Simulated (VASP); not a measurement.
Input of a VASP 6.6.1 run:

Contents of INCAR:

```
SYSTEM = Be16CO
PREC = Accurate
ENCUT = 520
EDIFF = 1E-6
ISMEAR = 0
SIGMA = 0.1
LREAL = Auto
LASPH = .TRUE.
NELM = 100
ALGO = Normal
ISIF = 2
LWAVE = .FALSE.
LCHARG = .TRUE.
LDIPOL = .TRUE.
IDIPOL = 3
DIPOL = 0.5 0.5 0.310
GGA = PE
LELF = .TRUE.
LVHAR = .TRUE.
LVACPOTAV = .TRUE.
NBANDS = 36
```

KPOINTS

```
regular mesh
0
G
  6 6 1
  0 0 0
```

The input POSCAR:

```
Be16CO
1.0
    4.5254381410      0.0000000000      0.0000000000
   -2.2627190705      3.9191443934      0.0000000000
    0.0000000000      0.0000000000     23.4761687145
Be C O
16 1 1
Direct
    0.3333333333      0.1666666667      0.1703855535
    0.3333333333      0.6666666667      0.1703855535
    0.8333333333      0.1666666667      0.1703855535
    0.8333333333      0.6666666667      0.1703855535
    0.1666666667      0.3333333333      0.2463521558
    0.1666666667      0.8333333333      0.2463521558
    0.6666666667      0.3333333333      0.2463521558
    0.6666666667      0.8333333333      0.2463521558
    0.3333333333      0.1666666667      0.3241941575
    0.3333333333      0.6666666667      0.3241941575
    0.8333333333      0.1666666667      0.3241941575
    0.8333333333      0.6666666667      0.3241941575
    0.1666666667      0.3333333333      0.4036505628
    0.1666666667      0.8333333333      0.4036505628
    0.6666666667      0.3333333333      0.4036505628
    0.6666666667      0.8333333333      0.4036505628
    0.1666666667      0.3333333333      0.4828798452
    0.2713124495      0.2286875505      0.5178192715
```

Potentials or basis: VASP PAW PBE potentials, release 64 (Be, C, O).

Launch:

```sh
$ cat potpaw_PBE.64/Be/POTCAR potpaw_PBE.64/C/POTCAR potpaw_PBE.64/O/POTCAR > POTCAR
$ mpirun -np 1 vasp_std > vasp.out
```

Problem. Predict the largest force.

Solution. 1.937 eV/Å.

Problem. Estimate the band gap on the k mesh.

Solution. Zero (band 21 reaches -0.66 eV, above the bottom of band 22 at -2.07 eV).

Forces in eV/Å, atoms in the order of the input:
```
Be  -0.021  0.012 -0.203
Be  -0.025 -0.033 -0.135
Be   0.017  0.038 -0.135
Be   0.032 -0.019 -0.164
Be  -0.008  0.005  0.496
Be  -0.043 -0.019  0.261
Be  -0.005  0.047  0.261
Be   0.053 -0.031  0.149
Be   0.197 -0.114 -0.139
Be  -0.012  0.192  0.143
Be  -0.172 -0.085  0.143
Be  -0.022  0.013 -0.152
Be  -0.232  0.134  0.960
Be  -0.151  0.273 -0.584
Be  -0.312 -0.005 -0.584
Be   0.128 -0.074 -0.414
C    1.178 -0.680 -1.379
O   -0.600  0.346  1.475
```
